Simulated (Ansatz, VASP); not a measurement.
## Re in VASP and in Ansatz

```
Re
1.0
     0.00000    1.87625    1.87625
     1.87625    0.00000    1.87625
     1.87625    1.87625    0.00000
Re
1
Cartesian
  0.0000 0.0000 0.0000
```

Change from the starting cell: strain -0.050 along x and y, -0.050 along z, atoms carried along.

Alike in both runs: task single point; functional PBEsol; k mesh 20 × 20 × 20; occupations gaussian, width 0.15 eV; no spin polarisation.

```csv
,VASP,Ansatz
version,VASP 6.6.1,Ansatz 0.2.0
potentials or method,"VASP PAW PBE potentials, release 64 (Re), cutoff 520 eV","scalar-relativistic, plane waves, PAW"
valence electrons in the cell,7,15
```

Ansatz gave:

- gap on the k mesh at the Fermi level (eV): none
- pressure (GPa): 48.5

Estimate VASP's values.

gap on the k mesh at the Fermi level (eV): none; pressure (GPa): 49.8.

VASP's potentials were made for PBE, not for PBEsol. A gap of «none» marks a metal or a gap that the smearing closes. Both programs put the cell under a high pressure, so it lies far from rest at this level. VASP's potentials hold 7 valence electrons a cell and Ansatz's 15, so a difference there can come from the potentials and not from the codes.

Neither program's run includes spin-orbit coupling.
